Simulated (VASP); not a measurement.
Set up this calculation in VASP 6.6.1, as the native input.

- Task: single point
- Functional: PBE
- Potentials or basis: VASP PAW PBE potentials, release 64 (Si, C)
- Cutoff: 520 eV
- k mesh: 10 × 10 × 10
- Occupations: gaussian, width 0.02 eV
- Spin: no spin polarisation
- Dipole correction: no
- Further INCAR settings: ALGO = Normal; EDIFF = 1e-06; NBANDS = 11

The structure of SiC lies in POSCAR:

```
SiC
1.0
    0.0000000000      2.1796242945      2.1796242945
    2.1796242945      0.0000000000      2.1796242945
    2.1796242945      2.1796242945      0.0000000000
Si C
1 1
Direct
    0.2500000000      0.2500000000      0.2500000000
    0.0000000000      0.0000000000      0.0000000000
```

One way to write it, as run:

INCAR

```
SYSTEM = SiC
ALGO     = Normal         ! electronic algorithm
EDIFF    = 1E-6           ! SCF threshold, eV
ENCUT    = 520            ! plane-wave cutoff, eV
GGA      = PE             ! functional
ISIF     = 2              ! what is computed and relaxed
ISMEAR   = 0              ! smearing method
LASPH    = .TRUE.         ! aspherical terms in the spheres
LCHARG   = .FALSE.        ! write CHGCAR
LREAL    = .FALSE.        ! projectors in reciprocal space
LWAVE    = .FALSE.        ! write WAVECAR
NBANDS   = 11             ! bands
NELM     = 80             ! most SCF steps
PREC     = Accurate       ! precision mode
SIGMA    = 0.02           ! smearing width, eV
```

KPOINTS

```
k-points
0
G
  10 10 10
  0 0 0
```

Potentials or basis: VASP PAW PBE potentials, release 64 (Si, C).

The run is started by

```console
$ cat potpaw_PBE.64/Si/POTCAR potpaw_PBE.64/C/POTCAR > POTCAR
$ mpirun -np 1 vasp_std > vasp.out
```

It gave:

* Pressure: 3.0 GPa
* Band gap on the k mesh: 1.36 eV, indirect (least direct gap 4.54 eV)

It took 10 s on 1 thread of AMD EPYC 7R43 64-Core Processor (Zen 3), with other jobs on the host, peak memory 0.1 GiB.
